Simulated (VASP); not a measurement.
**CuI: single point with PBEsol**

The system is CuI.

```xyz
4
Lattice="3.8419 0.0000 0.0000 0.0000 3.8419 0.0000 0.0000 0.0000 6.2213" Properties=species:S:1:pos:R:3 pbc="T T T"
Cu    1.9210    1.9210    0.0000
Cu    0.0000    0.0000    0.0000
I     1.9210    0.0000    1.7566
I     0.0000    1.9210    4.4647
```

This cell differs from its parent crystal: equal strain along all axes, cell held: -4.0 %, then relaxed in part.

```json
{"Program": "VASP 6.6.1", "Task": "single point", "Functional": "PBEsol", "Potentials or basis": "VASP PAW PBE potentials, release 64 (Cu, I)", "Cutoff": "520 eV", "k mesh": "8 × 8 × 4", "Occupations": "gaussian, width 0.02 eV", "Spin": "no spin polarisation", "Dipole correction": "no", "Further INCAR settings": "ALGO = Normal; EDIFF = 1e-06; NBANDS = 26"}
```

The pressure is 3.5 GPa. The largest force is 0.028 eV/Å. The band gap on the k mesh is 1.48 eV.

Forces on the atoms (eV/Å):
```
Cu   0.000  0.000  0.000
Cu   0.000  0.000  0.000
I    0.000  0.000  0.028
I    0.000  0.000 -0.028
```

Stress tensor (GPa, compression positive):
```
4.06 0.00 0.00
0.00 4.06 0.00
0.00 0.00 2.37
```

Levels at points of the mesh, in eV from the valence-band top:
```
           k point  band 15  band 16  band 17  band 18  band 19  band 20  band 21  band 22
(0.00, 0.00, 0.00)    -1.50    -1.42     0.00     0.00     1.48     3.34     3.45     4.60
(0.50, 0.00, 0.00)    -1.72    -1.72    -0.64    -0.64     3.88     3.88     4.60     4.60
(0.50, 0.50, 0.00)    -2.14    -2.14    -1.50    -1.50     2.03     2.03     2.07     2.07
(0.00, 0.00, 0.50)    -1.61    -1.50    -0.69    -0.69     3.63     3.70     3.82     3.91
(0.50, 0.00, 0.50)    -1.07    -1.07    -0.59    -0.59     1.73     1.73     5.22     5.22
(0.50, 0.50, 0.50)    -2.14    -2.14    -1.26    -1.26     3.83     3.83     4.13     4.13
```

Run time: 2 min on 1 thread of Oxide Virtual Turin-like Processor (shared host), peak memory 0.22 GiB.

Caveat: the cell differs from its parent crystal (equal strain along all axes, cell held: -4.0 %, then relaxed in part); the cell stands under pressure; the PAW data sets were made with another functional, which shifts forces and pressure a little; spin-orbit coupling is left out, which moves the levels of the heavy elements. A k mesh can miss the band edges.
